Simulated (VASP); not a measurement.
# NiGe in VASP: single point with PBEsol

Aim: the single point of NiGe with PBEsol.

All numbers are computed with VASP 6.6.1; they aren't measurements. Logs are shortened: lines on timing, memory, paths and dates and some standing lists are left out, and cuts for length are marked.

## 1. The cell of the first run

The cell holds a slab with vacuum, 16 atoms: a = 3.440 Å, b = 5.311 Å, c = 25.902 Å, α = 90.00°, β = 90.00°, γ = 90.00°.

## 2. Single point, PBEsol

File INCAR:

```
SYSTEM = NiGe
  ALGO = Fast
  DIPOL = 0.5 0.5 0.497
  EDIFF = 1E-6
  ENCUT = 520
  GGA = PS
  IDIPOL = 3
  ISIF = 2
  ISMEAR = 0
  LASPH = .TRUE.
  LCHARG = .TRUE.
  LDIPOL = .TRUE.
  LELF = .TRUE.
  LREAL = Auto
  LVACPOTAV = .TRUE.
  LVHAR = .TRUE.
  LWAVE = .FALSE.
  NBANDS = 110
  NELM = 60
  PREC = Accurate
  SIGMA = 0.1
```

File KPOINTS:

```
k-points
0
G
  10 7 1
  0 0 0
```

File POSCAR:

```
NiGe
1.0
    3.4400167570      0.0000000000      0.0000000000
    0.0000000000      5.3107948293      0.0000000000
    0.0000000000      0.0000000000     25.9018652880
Ni Ge
8 8
Direct
    0.2500000000      0.9929865330      0.2895544362
    0.2500000000      0.4929865330      0.3166438570
    0.7500000000      0.5070134670      0.4003429337
    0.7500000000      0.0070134670      0.4274323546
    0.2500000000      0.9929865330      0.5111314313
    0.2500000000      0.4929865330      0.5382208521
    0.7500000000      0.5070134670      0.6219199288
    0.7500000000      0.0070134670      0.6490093497
    0.7500000000      0.1883574517      0.3389067196
    0.2500000000      0.8116425483      0.3780800712
    0.2500000000      0.3116425483      0.4496952171
    0.7500000000      0.6883574517      0.4888685687
    0.7500000000      0.1883574517      0.5604837147
    0.2500000000      0.8116425483      0.5996570663
    0.2500000000      0.3116425483      0.6712722122
    0.7500000000      0.6883574517      0.7104455638
```

Potentials or basis: VASP PAW PBE potentials, release 64 (Ni, Ge_d).

Command:

```sh
$ cat potpaw_PBE.64/Ni/POTCAR potpaw_PBE.64/Ge_d/POTCAR > POTCAR
$ mpirun -np 1 vasp_std > vasp.out
```

OUTCAR:

```text
SYSTEM = NiGe
   EDIFF = 1E-6
   ENCUT = 520
   GGA = PS
   ISIF = 2
   ISMEAR = 0
   LASPH = .TRUE.
   LREAL = Auto
   NELM = 60
   PREC = Accurate

 ion  position               nearest neighbor table
   1  0.250  0.993  0.290-   9 2.38   9 2.38  10 2.49   2 2.75   2 2.75
   2  0.250  0.493  0.317-  10 2.32   9 2.43   9 2.43   1 2.75   1 2.75   3 2.77   3 2.77
   3  0.750  0.507  0.400-   9 2.32  11 2.38  11 2.38  10 2.43  10 2.43  12 2.49   4 2.75   4 2.75
                             2 2.77   2 2.77
   4  0.750  0.007  0.427-  12 2.32  10 2.38  10 2.38  11 2.43  11 2.43   9 2.49   3 2.75   3 2.75
                             5 2.77   5 2.77
   5  0.250  0.993  0.511-  11 2.32  13 2.38  13 2.38  12 2.43  12 2.43  14 2.49   6 2.75   6 2.75
                             4 2.77   4 2.77
   6  0.250  0.493  0.538-  14 2.32  12 2.38  12 2.38  13 2.43  13 2.43  11 2.49   5 2.75   5 2.75
                             7 2.77   7 2.77
   7  0.750  0.507  0.622-  13 2.32  15 2.38  15 2.38  14 2.43  14 2.43  16 2.49   8 2.75   8 2.75
                             6 2.77   6 2.77
   8  0.750  0.007  0.649-  16 2.32  14 2.38  14 2.38  15 2.43  15 2.43  13 2.49   7 2.75   7 2.75

   9  0.750  0.188  0.339-   3 2.32   1 2.38   1 2.38   2 2.43   2 2.43   4 2.49  10 2.83  10 2.83

  10  0.250  0.812  0.378-   2 2.32   4 2.38   4 2.38   3 2.43   3 2.43   1 2.49   9 2.83   9 2.83

  11  0.250  0.312  0.450-   5 2.32   3 2.38   3 2.38   4 2.43   4 2.43   6 2.49  12 2.83  12 2.83

  12  0.750  0.688  0.489-   4 2.32   6 2.38   6 2.38   5 2.43   5 2.43   3 2.49  11 2.83  11 2.83

  13  0.750  0.188  0.560-   7 2.32   5 2.38   5 2.38   6 2.43   6 2.43   8 2.49  14 2.83  14 2.83

  14  0.250  0.812  0.600-   6 2.32   8 2.38   8 2.38   7 2.43   7 2.43   5 2.49  13 2.83  13 2.83

  15  0.250  0.312  0.671-   7 2.38   7 2.38   8 2.43   8 2.43  16 2.83  16 2.83
  16  0.750  0.688  0.710-   8 2.32   7 2.49  15 2.83  15 2.83

  LATTYP: Found a simple orthorhombic cell.
 ALAT       =     3.4400167570
 B/A-ratio  =     1.5438281859
 C/A-ratio  =     7.5295753241

  Lattice vectors:

 A1 = (   3.4400167570,   0.0000000000,   0.0000000000)
 A2 = (   0.0000000000,   5.3107948293,   0.0000000000)
 A3 = (   0.0000000000,   0.0000000000,  25.9018652880)

Analysis of symmetry for initial positions (statically):
=====================================================================
 Subroutine PRICEL returns:
 Original cell was already a primitive cell.

 Routine SETGRP: Setting up the symmetry group for a
 simple orthorhombic supercell.

 Subroutine GETGRP returns: Found  2 space group operations
 (whereof  1 operations were pure point group operations)
 out of a pool of  8 trial point group operations.

The static configuration has the point symmetry C_1 .
 The point group associated with its full space group is C_1h.

Analysis of symmetry for dynamics (positions and initial velocities):
=====================================================================
 Subroutine PRICEL returns:
 Original cell was already a primitive cell.

 Routine SETGRP: Setting up the symmetry group for a
 simple orthorhombic supercell.

 Subroutine GETGRP returns: Found  2 space group operations
 (whereof  1 operations were pure point group operations)
 out of a pool of  8 trial point group operations.

The dynamic configuration has the point symmetry C_1 .
 The point group associated with its full space group is C_1h.

 Subroutine INISYM returns: Found  2 space group operations
 (whereof  1 operations are pure point group operations),
 and found     1 'primitive' translations

----------------------------------------------------------------------------------------

                                     Primitive cell

  volume of cell :     473.2070

  direct lattice vectors                    reciprocal lattice vectors
     3.440016757  0.000000000  0.000000000     0.290696258  0.000000000  0.000000000
     0.000000000  5.310794829  0.000000000     0.000000000  0.188295732  0.000000000
     0.000000000  0.000000000 25.901865288     0.000000000  0.000000000  0.038607258

  length of vectors
     3.440016757  5.310794829 25.901865288     0.290696258  0.188295732  0.038607258

  position of ions in fractional coordinates (direct lattice)
     0.250000000  0.992986533  0.289554436
     0.250000000  0.492986533  0.316643857
     0.750000000  0.507013467  0.400342934
     0.750000000  0.007013467  0.427432355
     0.250000000  0.992986533  0.511131431
     0.250000000  0.492986533  0.538220852
[... 8 lines left out ...]
     0.250000000  0.311642548  0.671272212
     0.750000000  0.688357452  0.710445564

  ion indices of the primitive-cell ions
   primitive index   ion index
                 1           1
                 2           2
                 3           3
                 4           4
                 5           5
                 6           6
[... 8 lines left out ...]
                15          15
                16          16

----------------------------------------------------------------------------------------

 KPOINTS: k-points

Automatic generation of k-mesh.
 Grid dimensions read from file:
 generate k-points for:   10    7    1

 Generating k-lattice:

  Cartesian coordinates                     Fractional coordinates (reciprocal lattice)
     0.029069626  0.000000000  0.000000000     0.100000000  0.000000000  0.000000000
     0.000000000  0.026899390  0.000000000     0.000000000  0.142857143  0.000000000
     0.000000000  0.000000000  0.038607258     0.000000000  0.000000000  1.000000000

  Length of vectors
     0.029069626  0.026899390  0.038607258

  Shift w.r.t. Gamma in fractional coordinates (k-lattice)
     0.000000000  0.000000000  0.000000000

 Subroutine IBZKPT returns following result:
 ===========================================

 Found     24 irreducible k-points:

 Following reciprocal coordinates:
            Coordinates               Weight
  0.000000  0.000000  0.000000      1.000000
  0.100000  0.000000  0.000000      2.000000
  0.200000  0.000000  0.000000      2.000000
  0.300000  0.000000  0.000000      2.000000
  0.400000  0.000000  0.000000      2.000000
  0.500000  0.000000  0.000000      1.000000
[... 16 lines left out ...]
  0.400000  0.428571  0.000000      4.000000
  0.500000  0.428571  0.000000      2.000000
   k-points           NKPTS =     24   k-points in BZ     NKDIM =     24   number of bands    NBANDS=    110
   number of dos      NEDOS =    301   number of ions     NIONS =     16
   total plane-waves  NPLWV = 219520
   dimension x,y,z NGX =    28 NGY =   40 NGZ =  196
   dimension x,y,z NGXF=    56 NGYF=   80 NGZF=  392
   ions per type =               8   8
   NGX,Y,Z   is equivalent  to a cutoff of  13.53, 12.52, 12.58 a.u.
   NGXF,Y,Z  is equivalent  to a cutoff of  27.06, 25.04, 25.16 a.u.
 SYSTEM =  NiGe
   PREC   = accura    normal or accurate (medium, high low for compatibility)
   ISTART =      0    job   : 0-new  1-cont  2-samecut
   ICHARG =      2    charge: 1-file 2-atom 10-const
   ISPIN  =      1    spin polarized calculation?
   LNONCOLLINEAR =      F non collinear calculations
   LSORBIT =      F    spin-orbit coupling
   LASPH  =      T    aspherical Exc in radial PAW
   ENCUT  =  520.0 eV  38.22 Ry    6.18 a.u.   6.40  9.87 48.16*2*pi/ulx,y,z
   NELM   =     60;   NELMIN=  2; NELMDL= -5     # of ELM steps
   EDIFF  = 0.1E-05   stopping-criterion for ELM
   LREAL  =      T    real-space projection
   EDIFFG = 0.1E-04   stopping-criterion for IOM
   NSW    =      0    number of steps for IOM
[... 5 lines left out ...]
   TEBEG  =    0.0;   TEEND  =   0.0 temperature during run
   PSTRESS=    0.0 pullay stress
   NELECT =     192.0000    total number of electrons
   NUPDOWN=      -1.0000    fix difference up-down
   EMIN   =  10.00;   EMAX   =-10.00  energy-range for DOS
   EFERMI =   0.00;   METHOD = LEGACY
   ISMEAR =     0;   SIGMA  =   0.10  broadening in eV -4-tet -1-fermi 0-gaus
   EFERMI_NEDOS =   21; number of points for ismear=-14 and -15
   IALGO  =     68    algorithm
   IMIX   =      4    mixing-type and parameters
     AMIX     =   0.40;   BMIX     =  1.00
     AMIX_MAG =   1.60;   BMIX_MAG =  1.00
  volume/ion in A,a.u.               =      29.58       199.58
  Fermi-wavevector in a.u.,A,eV,Ry     =   1.211969  2.290289 19.985176  1.468869
  Thomas-Fermi vector in A             =   2.347468
   LORBIT       =      0    0 simple, 1 ext, 2 COOP (PROOUT), +10 PAW based schemes
   GGA     = PS    functional components
   LHFCALC =     F    Hartree Fock is set to
   AEXX    =    0.0000 exact exchange contribution
   IVDW    =     0    specifies the selected vdW correction
   LEPSILON=     F    determine dielectric tensor
   LRPA    =     F    only Hartree local field effects (RPA)
 non-spin polarized calculation
 RMM-DIIS sequential band-by-band and
 Gauss-broadening in eV      SIGMA  =   0.10
  energy-cutoff  :      520.00
  volume of cell :      473.21
 maximum number of plane-waves:     12798
 NGX is ok and might be reduce to    28
   NGX = 13   NGY = 19   NGZ = 97

 dipolmoment           0.000000      0.000000     -0.091389 electrons x Angstroem

 number of electron     192.0000065 magnetization

 dipolmoment           0.000000      0.000000      0.048248 electrons x Angstroem

 Free energy of the ion-electron system (eV)
  ---------------------------------------------------
  ext. energy  EPLUGINS =         0.00000000
  ---------------------------------------------------
  free energy    TOTEN  =       -89.36805722 eV

  energy without entropy =      -89.32628593  energy(sigma->0) =      -89.34717158

 E-fermi :   1.5615     XC(G=0):  -6.5248

 val. band max:        1.5544061126   @ k =   0.2000   0.4286   0.0000
 cond. band min:       1.5723758368   @ k =   0.3000   0.4286   0.0000
 fundamental gap:      0.0179697242
 Fermi energy:         1.5615016179

 k-point     1 :       0.0000    0.0000    0.0000
  band No.  band energies     occupation
      1     -23.0025      2.00000
      2     -22.9929      2.00000
      3     -22.9860      2.00000
      4     -22.9841      2.00000
      5     -22.9616      2.00000
      6     -22.9599      2.00000
[... 100 lines left out ...]
    107       5.6274      0.00000
    108       6.0733      0.00000
[... 2551 lines left out ...]
    107       4.9279      0.00000
    108       5.0868      0.00000
 [bands above 108 left out]

------------------------ aborting loop because EDIFF is reached ----------------------------------------

  FORCE on cell =-STRESS in cart. coord.  units (eV):
  Direction    XX          YY          ZZ          XY          YZ          ZX
  --------------------------------------------------------------------------------------
  -------------------------------------------------------------------------------------
  Total       -4.5738694     -6.2473482     -3.4914707      0.0000000     -0.1576402      0.0000000
  in kB      -15.4861413    -21.1521819    -11.8213715      0.0000000     -0.5337361      0.0000000
  external PRESSURE =     -16.1532315 kB  Pullay stress =       0.0000000 kB

 VOLUME and BASIS-vectors are now :
 -----------------------------------------------------------------------------
  energy-cutoff  :      520.00
  volume of cell :      473.21
      direct lattice vectors                 reciprocal lattice vectors
     3.440016757  0.000000000  0.000000000     0.290696258  0.000000000  0.000000000
     0.000000000  5.310794829  0.000000000     0.000000000  0.188295732  0.000000000
     0.000000000  0.000000000 25.901865288     0.000000000  0.000000000  0.038607258

 POSITION                                       TOTAL-FORCE (eV/Angst)
 -----------------------------------------------------------------------------------
      0.86000      5.27355      7.50000         0.000000      0.035765      1.620620
      0.86000      2.61815      8.20167         0.000000     -0.156152      0.565767
      2.58001      2.69264     10.36963         0.000000      0.132505     -0.014283
      2.58001      0.03725     11.07130         0.000000      0.038598     -0.276423
      0.86000      5.27355     13.23926         0.000000     -0.030436     -0.053268
      0.86000      2.61815     13.94092         0.000000     -0.015858     -0.039768
[... 8 lines left out ...]
      0.86000      1.65507     17.38720         0.000000      0.078478      0.285130
      2.58001      3.65573     18.40187         0.000000     -0.405276     -0.055535
 -----------------------------------------------------------------------------------
    total drift:                                0.000000      0.000364     -0.000796

  FREE ENERGIE OF THE ION-ELECTRON SYSTEM (eV)
  ---------------------------------------------------
  free  energy   TOTEN  =       -89.3680572238 eV

  energy  without entropy=      -89.3262859287  energy(sigma->0) =      -89.34717158

 vacuum level on the upper side and lower side of the slab         6.209         5.732
```

It took 1.5 h on 1 thread of Oxide Virtual Turin-like, shared host; peak memory 0.94 GiB.

Results:

| Property | Result |
| --- | --- |
| Free energy | -89.3681 eV |
| Largest force | 1.621 eV/Å |
| Band gap on the k mesh | zero (bands 96 and 97 overlap by 1.26 eV) |

Forces in eV/Å, atoms in the order of the input:
```
Ni   0.000  0.036  1.621
Ni   0.000 -0.156  0.566
Ni   0.000  0.133 -0.014
Ni   0.000  0.039 -0.276
Ni   0.000 -0.030 -0.053
Ni   0.000 -0.016 -0.040
Ni   0.000  0.160 -0.313
Ni   0.000  0.224 -0.058
Ge   0.000  0.103 -1.232
Ge   0.000 -0.239 -0.728
Ge   0.000  0.052  0.097
Ge   0.000 -0.010  0.017
Ge   0.000  0.126 -0.042
Ge   0.000 -0.093  0.226
Ge   0.000  0.078  0.285
Ge   0.000 -0.405 -0.056
```

Caveat: the PAW data sets were made with another functional, which shifts forces and pressure a little. Spin polarisation is off, so any magnetic state and its effect on volume and gap are missing.
